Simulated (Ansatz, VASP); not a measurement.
**One calculation of ZnCd2S3, two programs**

```
CELL_PARAMETERS angstrom
4.06742 0.00000 0.00000
-2.03371 3.52249 0.00000
0.00000 0.00000 20.12484
ATOMIC_POSITIONS crystal
Zn 0.00000 0.00000 0.99998
Zn 0.00000 0.00000 0.49998
Cd 0.33333 0.66667 0.16385
Cd 0.66667 0.33333 0.66385
Cd 0.66667 0.33333 0.33823
Cd 0.33333 0.66667 0.83823
S 0.00000 0.00000 0.11690
S 0.00000 0.00000 0.61690
S 0.33333 0.66667 0.29058
S 0.66667 0.33333 0.79058
S 0.66667 0.33333 0.46546
S 0.33333 0.66667 0.96546
```

Alike in both runs: functional PBE; k mesh 12 × 12 × 2; occupations gaussian, width 0.02 eV; no spin polarisation.

Ansatz relaxed the structure, and its values are those at the end. VASP's run is a single point on that final structure, the one shown.

|  | VASP | Ansatz |
| --- | --- | --- |
| version | VASP 6.6.1 | Ansatz 0.2.0 |
| potentials or method | VASP PAW PBE potentials, release 64 (Zn, Cd, S), cutoff 520 eV | scalar-relativistic, plane waves, PAW |
| valence electrons in the cell | 108 | 140 |

```tsv
	VASP	Ansatz	Ansatz less VASP
gap on the k mesh at the Fermi level (eV)	1.18	1.18	-0.001
least direct gap on the mesh (eV)	1.18	1.18	-0.001
pressure (GPa)	0.3	0.0	-0.27
rms of the force components (eV/Å)	0.008	0.002	-0.0061
```

VASP's potentials hold 108 valence electrons a cell and Ansatz's 140, so a difference there can come from the potentials and not from the codes.
